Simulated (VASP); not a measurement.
Set up this calculation in VASP 6.6.1, as the native input.

```yaml
Task: relaxation of cell and atoms
Functional: PBEsol
Potentials_or_basis: VASP PAW PBE potentials, release 64 (Sr_sv)
Cutoff: 600 eV
k_mesh: 6 × 6 × 6
Occupations: methfessel-paxton, width 0.1 eV
Spin: no spin polarisation
Dipole_correction: no
Further_INCAR_settings: ALGO = Normal; EDIFF = 1e-07; IBRION = 2; EDIFFG = -0.03; NSW = 60; ISIF = 3
```

The structure of Sr lies in POSCAR:

```
Sr
1.0
    4.3025330000      0.0000000000      0.0000000000
    2.1512665000      3.7261028786      0.0000000000
    2.1512665000      1.2420342929      3.5130034838
Sr
1
Direct
    0.0000000000      0.0000000000      0.0000000000
```

The input as run:

INCAR

```
SYSTEM = Sr
  PREC = Accurate
  ENCUT = 600
  EDIFF = 1E-7
  ISMEAR = 1
  SIGMA = 0.1
  LREAL = .FALSE.
  LASPH = .TRUE.
  NELM = 80
  ALGO = Normal
  ISIF = 3
  LWAVE = .FALSE.
  LCHARG = .FALSE.
  GGA = PS
  IBRION = 2
  NSW = 60
  EDIFFG = -0.03
```

KPOINTS

```
Automatic mesh
0
G
  6 6 6
  0 0 0
```

Potentials or basis: VASP PAW PBE potentials, release 64 (Sr_sv).

The run is started by

```console
$ cat potpaw_PBE.64/Sr_sv/POTCAR > POTCAR
$ mpirun -np 1 vasp_std > vasp.out
```

It gave:

* Relaxed volume: 52.28 Å³/atom
* Relaxed cell: a = 4.197 Å, b = 4.197 Å, c = 4.197 Å, α = 60.00°, β = 60.00°, γ = 60.00°
* Space group after relaxing (to 0.1 Å): Fm-3m (No. 225)
* Energy gained by relaxing: 12.0 meV/atom
* Ionic steps: 3
* Pressure after relaxing: 0.0 GPa

Caveat: the PAW data sets were made with another functional, which shifts forces and pressure a little.

Run time: 23 s on 1 thread of Intel(R) Xeon(R) Platinum 8488C (Sapphire Rapids), on a shared host, peak memory 0.2 GiB.
